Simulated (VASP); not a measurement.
# Ti3C2 (P-3m1) in VASP: further runs

The runs below take Ti3C2 through single point, relaxation of cell and atoms, with r2SCAN.

All numbers are computed with VASP 6.6.1; they aren't measurements. Logs are shortened: lines on timing, memory, paths and dates and some standing lists are left out, and cuts for length are marked.

## 1. The cell of the first run

The structure is trigonal, space group P-3m1 (No. 164). The conventional cell has a = 3.093 Å, b = 3.093 Å, c = 7.279 Å, α = 90.00°, β = 90.00°, γ = 120.00°. Ti (site symmetry -3m) has 6 C at 2.20 Å within 2.9 Å. Within 2.7 Å of Ti (site symmetry 3m) lie 3 C at 2.07 Å. C (site symmetry 3m) has 6 Ti at 2.07 to 2.20 Å within 2.7 Å.

## 2. Single point, r2SCAN

File POSCAR:

```
Ti3C2
1.0
    3.0925110565      0.0000000000      0.0000000000
   -1.5462555282      2.6781931364      0.0000000000
    0.0000000000      0.0000000000      7.2789946661
Ti C
3 2
Direct
    0.0000000000      0.0000000000      0.0000000000
    0.3333333333      0.6666666667      0.6783457496
    0.6666666667      0.3333333333      0.3216542504
    0.3333333333      0.6666666667      0.1766930463
    0.6666666667      0.3333333333      0.8233069537
```

File INCAR.step1:

```
SYSTEM = Ti3C2
PREC = Accurate
ENCUT = 520
ISMEAR = 0
SIGMA = 0.1
LREAL = .FALSE.
LASPH = .TRUE.
NELM = 80
NBANDS = 30
GGA = PE
ALGO = Normal
EDIFF = 1E-4
LWAVE = .TRUE.
LCHARG = .FALSE.
```

File INCAR.step2:

```
SYSTEM = Ti3C2
PREC = Accurate
ENCUT = 520
EDIFF = 1E-6
ISMEAR = 0
SIGMA = 0.1
LREAL = .FALSE.
LASPH = .TRUE.
NELM = 80
ALGO = Normal
ISIF = 2
LWAVE = .FALSE.
LCHARG = .TRUE.
METAGGA = R2SCAN
LMIXTAU = .TRUE.
LELF = .TRUE.
LVHAR = .TRUE.
NBANDS = 30
ISTART = 1
```

File KPOINTS:

```
regular mesh
0
G
  6 6 4
  0 0 0
```

Potentials or basis: VASP PAW PBE potentials, release 64 (Ti_sv, C).

On the command line:

```console
> cat potpaw_PBE.64/Ti_sv/POTCAR potpaw_PBE.64/C/POTCAR > POTCAR
> cp INCAR.step1 INCAR
> mpirun -np 1 vasp_std > vasp.out
> cp INCAR.step2 INCAR
> mpirun -np 1 vasp_std > vasp.out
```

OUTCAR:

```text
SYSTEM = Ti3C2
   PREC = Accurate
   ENCUT = 520
   EDIFF = 1E-6
   ISMEAR = 0
   LREAL = .FALSE.
   LASPH = .TRUE.
   NELM = 80
   ISIF = 2
   METAGGA = R2SCAN
   ISTART = 1

 ion  position               nearest neighbor table
   1  0.000  0.000  0.000-   4 2.20   5 2.20   4 2.20   5 2.20   5 2.20   4 2.20
   2  0.333  0.667  0.678-   5 2.07   5 2.07   5 2.07
   3  0.667  0.333  0.322-   4 2.07   4 2.07   4 2.07
   4  0.333  0.667  0.177-   3 2.07   3 2.07   3 2.07   1 2.20   1 2.20   1 2.20
   5  0.667  0.333  0.823-   2 2.07   2 2.07   2 2.07   1 2.20   1 2.20   1 2.20

  LATTYP: Found a hexagonal cell.
 ALAT       =     3.0925110565
 C/A-ratio  =     2.3537489545

  Lattice vectors:

 A1 = (   3.0925110565,   0.0000000000,   0.0000000000)
 A2 = (  -1.5462555282,   2.6781931364,   0.0000000000)
 A3 = (   0.0000000000,   0.0000000000,   7.2789946661)

Analysis of symmetry for initial positions (statically):
=====================================================================
 Subroutine PRICEL returns:
 Original cell was already a primitive cell.

 Routine SETGRP: Setting up the symmetry group for a
 hexagonal supercell.

 Subroutine GETGRP returns: Found 12 space group operations
 (whereof 12 operations were pure point group operations)
 out of a pool of 24 trial point group operations.

The static configuration has the point symmetry D_3d.

Analysis of symmetry for dynamics (positions and initial velocities):
=====================================================================
 Subroutine PRICEL returns:
 Original cell was already a primitive cell.

 Routine SETGRP: Setting up the symmetry group for a
 hexagonal supercell.

 Subroutine GETGRP returns: Found 12 space group operations
 (whereof 12 operations were pure point group operations)
 out of a pool of 24 trial point group operations.

The dynamic configuration has the point symmetry D_3d.

 Subroutine INISYM returns: Found 12 space group operations
 (whereof 12 operations are pure point group operations),
 and found     1 'primitive' translations

----------------------------------------------------------------------------------------

                                     Primitive cell

  volume of cell :      60.2871

  direct lattice vectors                    reciprocal lattice vectors
     3.092511056  0.000000000  0.000000000     0.323361819  0.186693033  0.000000000
    -1.546255528  2.678193136  0.000000000     0.000000000  0.373386066  0.000000000
     0.000000000  0.000000000  7.278994666     0.000000000  0.000000000  0.137381609

  length of vectors
     3.092511056  3.092511056  7.278994666     0.373386066  0.373386066  0.137381609

  position of ions in fractional coordinates (direct lattice)
     0.000000000  0.000000000  0.000000000
     0.333333333  0.666666667  0.678345750
     0.666666667  0.333333333  0.321654250
     0.333333333  0.666666667  0.176693046
     0.666666667  0.333333333  0.823306954

  ion indices of the primitive-cell ions
   primitive index   ion index
                 1           1
                 2           2
                 3           3
                 4           4
                 5           5

----------------------------------------------------------------------------------------

 KPOINTS: regular mesh

Automatic generation of k-mesh.
 Grid dimensions read from file:
 generate k-points for:    6    6    4

 Generating k-lattice:

  Cartesian coordinates                     Fractional coordinates (reciprocal lattice)
     0.053893636  0.031115506  0.000000000     0.166666667 -0.000000000  0.000000000
     0.000000000  0.062231011  0.000000000     0.000000000  0.166666667  0.000000000
     0.000000000  0.000000000  0.034345402     0.000000000  0.000000000  0.250000000

  Length of vectors
     0.062231011  0.062231011  0.034345402

  Shift w.r.t. Gamma in fractional coordinates (k-lattice)
     0.000000000  0.000000000  0.000000000

 Subroutine IBZKPT returns following result:
 ===========================================

 Found     24 irreducible k-points:

 Following reciprocal coordinates:
            Coordinates               Weight
  0.000000  0.000000  0.000000      1.000000
  0.166667  0.000000  0.000000      6.000000
  0.333333  0.000000  0.000000      6.000000
  0.500000  0.000000  0.000000      3.000000
  0.166667  0.166667  0.000000      6.000000
  0.333333  0.166667  0.000000     12.000000
[... 16 lines left out ...]
  0.333333  0.166667  0.500000     12.000000
  0.333333  0.333333  0.500000      2.000000
   k-points           NKPTS =     24   k-points in BZ     NKDIM =     24   number of bands    NBANDS=     30
   number of dos      NEDOS =    301   number of ions     NIONS =      5
   total plane-waves  NPLWV =  31104
   dimension x,y,z NGX =    24 NGY =   24 NGZ =   54
   dimension x,y,z NGXF=    48 NGYF=   48 NGZF=  108
   ions per type =               3   2
   NGX,Y,Z   is equivalent  to a cutoff of  12.90, 12.90, 12.33 a.u.
   NGXF,Y,Z  is equivalent  to a cutoff of  25.80, 25.80, 24.67 a.u.
 SYSTEM =  Ti3C2
   PREC   = accura    normal or accurate (medium, high low for compatibility)
   ISTART =      1    job   : 0-new  1-cont  2-samecut
   ICHARG =      0    charge: 1-file 2-atom 10-const
   ISPIN  =      1    spin polarized calculation?
   LNONCOLLINEAR =      F non collinear calculations
   LSORBIT =      F    spin-orbit coupling
   LASPH  =      T    aspherical Exc in radial PAW
   ENCUT  =  520.0 eV  38.22 Ry    6.18 a.u.   5.75  5.75 13.53*2*pi/ulx,y,z
   NELM   =     80;   NELMIN=  2; NELMDL=  0     # of ELM steps
   EDIFF  = 0.1E-05   stopping-criterion for ELM
   LREAL  =      F    real-space projection
   EDIFFG = 0.1E-04   stopping-criterion for IOM
   NSW    =      0    number of steps for IOM
   IBRION =     -1    ionic relax: 0-MD 1-quasi-New 2-CG
   NFREE  =      0    steps in history (QN), initial steepest desc. (CG)
   ISIF   =      2    stress and relaxation
   ISYM   =      2    0-nonsym 1-usesym 2-fastsym
   POTIM  = 0.5000    time-step for ionic-motion
   TEBEG  =    0.0;   TEEND  =   0.0 temperature during run
   PSTRESS=    0.0 pullay stress
   NELECT =      44.0000    total number of electrons
   NUPDOWN=      -1.0000    fix difference up-down
   EMIN   =  10.00;   EMAX   =-10.00  energy-range for DOS
   EFERMI =   0.00;   METHOD = LEGACY
   ISMEAR =     0;   SIGMA  =   0.10  broadening in eV -4-tet -1-fermi 0-gaus
   EFERMI_NEDOS =   21; number of points for ismear=-14 and -15
   IALGO  =     38    algorithm
   IMIX   =      4    mixing-type and parameters
     AMIX     =   0.40;   BMIX     =  1.00
     AMIX_MAG =   1.60;   BMIX_MAG =  1.00
  volume/ion in A,a.u.               =      12.06        81.37
  Fermi-wavevector in a.u.,A,eV,Ry     =   1.473955  2.785371 29.559244  2.172543
  Thomas-Fermi vector in A             =   2.588785
   LORBIT       =      0    0 simple, 1 ext, 2 COOP (PROOUT), +10 PAW based schemes
   METAGGA = R2SCAN    functional components
   LHFCALC =     F    Hartree Fock is set to
   AEXX    =    0.0000 exact exchange contribution
   IVDW    =     0    specifies the selected vdW correction
   LEPSILON=     F    determine dielectric tensor
   LRPA    =     F    only Hartree local field effects (RPA)
 non-spin polarized calculation
 Gauss-broadening in eV      SIGMA  =   0.10
  energy-cutoff  :      520.00
  volume of cell :       60.29
 maximum number of plane-waves:      1640
 NGX is ok and might be reduce to    24
   NGX = 11   NGY = 11   NGZ = 27

 number of electron      43.9999997 magnetization

 Free energy of the ion-electron system (eV)
  ---------------------------------------------------
  ext. energy  EPLUGINS =         0.00000000
  ---------------------------------------------------
  free energy    TOTEN  =       -62.98106961 eV

  energy without entropy =      -62.96213260  energy(sigma->0) =      -62.97160110

 E-fermi :   8.8848     XC(G=0): -12.9558

 val. band max:        8.8821468200   @ k =   0.3333   0.3333   0.2500
 cond. band min:       8.8920309283   @ k =   0.3333   0.3333   0.0000
 fundamental gap:      0.0098841083
 Fermi energy:         8.8847875986

 k-point     1 :       0.0000    0.0000    0.0000
  band No.  band energies     occupation
      1     -50.3392      2.00000
      2     -50.3062      2.00000
      3     -50.1418      2.00000
      4     -25.7347      2.00000
      5     -25.6896      2.00000
      6     -25.3667      2.00000
[... 22 lines left out ...]
     29      11.5218      0.00000
     30      11.5218      0.00000

 k-point     2 :       0.1667    0.0000    0.0000
  band No.  band energies     occupation
      1     -50.3249      2.00000
      2     -50.2966      2.00000
      3     -50.1327      2.00000
      4     -25.7177      2.00000
      5     -25.6784      2.00000
      6     -25.4492      2.00000
[... 22 lines left out ...]
     29      11.8695      0.00000
     30      12.0434      0.00000

 k-point     3 :       0.3333    0.0000    0.0000
  band No.  band energies     occupation
      1     -50.2948      2.00000
      2     -50.2782      2.00000
      3     -50.1147      2.00000
      4     -25.7313      2.00000
      5     -25.6820      2.00000
      6     -25.6226      2.00000
[... 22 lines left out ...]
     29      12.1760      0.00000
     30      12.4038      0.00000

 k-point     4 :       0.5000    0.0000    0.0000
  band No.  band energies     occupation
      1     -50.2776      2.00000
      2     -50.2710      2.00000
      3     -50.1058      2.00000
      4     -25.7702      2.00000
      5     -25.7282      2.00000
      6     -25.7049      2.00000
[... 616 lines left out ...]
     29      11.8860      0.00000
     30      12.3446      0.00000

 k-point    23 :       0.3333    0.1667    0.5000
  band No.  band energies     occupation
      1     -50.2779      2.00000
      2     -50.2707      2.00000
      3     -50.1058      2.00000
      4     -25.7441      2.00000
      5     -25.6798      2.00000
      6     -25.6494      2.00000
[... 22 lines left out ...]
     29      12.3525      0.00000
     30      12.6574      0.00000

 k-point    24 :       0.3333    0.3333    0.5000
  band No.  band energies     occupation
      1     -50.2681      2.00000
      2     -50.2681      2.00000
      3     -50.1014      2.00000
      4     -25.6888      2.00000
      5     -25.6888      2.00000
      6     -25.6741      2.00000
[... 22 lines left out ...]
     29      12.5086      0.00000
     30      12.5086      0.00000

------------------------ aborting loop because EDIFF is reached ----------------------------------------

  FORCE on cell =-STRESS in cart. coord.  units (eV):
  Direction    XX          YY          ZZ          XY          YZ          ZX
  --------------------------------------------------------------------------------------
  -------------------------------------------------------------------------------------
  Total        0.1788694      0.1788694      0.3771936      0.0000000      0.0000000      0.0000000
  in kB        4.7535939      4.7535939     10.0242146      0.0000000      0.0000000      0.0000000
  external PRESSURE =       6.5104675 kB  Pullay stress =       0.0000000 kB

 VOLUME and BASIS-vectors are now :
 -----------------------------------------------------------------------------
  energy-cutoff  :      520.00
  volume of cell :       60.29
      direct lattice vectors                 reciprocal lattice vectors
     3.092511056  0.000000000  0.000000000     0.323361819  0.186693033  0.000000000
    -1.546255528  2.678193136  0.000000000     0.000000000  0.373386066  0.000000000
     0.000000000  0.000000000  7.278994666     0.000000000  0.000000000  0.137381609

 POSITION                                       TOTAL-FORCE (eV/Angst)
 -----------------------------------------------------------------------------------
      0.00000      0.00000      0.00000        -0.000000      0.000000      0.000000
     -0.00000      1.78546      4.93768        -0.000000     -0.000000     -0.076278
      1.54626      0.89273      2.34132         0.000000      0.000000      0.076278
     -0.00000      1.78546      1.28615        -0.000000     -0.000000      0.003777
      1.54626      0.89273      5.99285        -0.000000      0.000000     -0.003777
 -----------------------------------------------------------------------------------
    total drift:                               -0.000000      0.000000      0.000000

  FREE ENERGIE OF THE ION-ELECTRON SYSTEM (eV)
  ---------------------------------------------------
  free  energy   TOTEN  =       -62.9810696128 eV

  energy  without entropy=      -62.9621325959  energy(sigma->0) =      -62.97160110
```

It took 2.4 min on 1 thread of Intel Xeon 6975P-C, shared host; peak memory 0.19 GiB.

What came out:

- Free energy: -62.9811 eV
- Pressure: 0.7 GPa
- Largest force: 0.076 eV/Å
- Band gap on the k mesh: zero (band 22 reaches 9.52 eV, above the bottom of band 23 at 8.75 eV)

Forces on the atoms (eV/Å):
```
Ti   0.000  0.000  0.000
Ti   0.000  0.000 -0.076
Ti   0.000  0.000  0.076
C    0.000  0.000  0.004
C    0.000  0.000 -0.004
```

Stress tensor (GPa, compression positive):
```
0.48 0.00 0.00
0.00 0.48 0.00
0.00 0.00 1.00
```

Caveat: the k points lie up to 0.39 Å⁻¹ apart; the PAW data sets were made with another functional, which shifts forces and pressure a little.

[end of part 1 of 2]
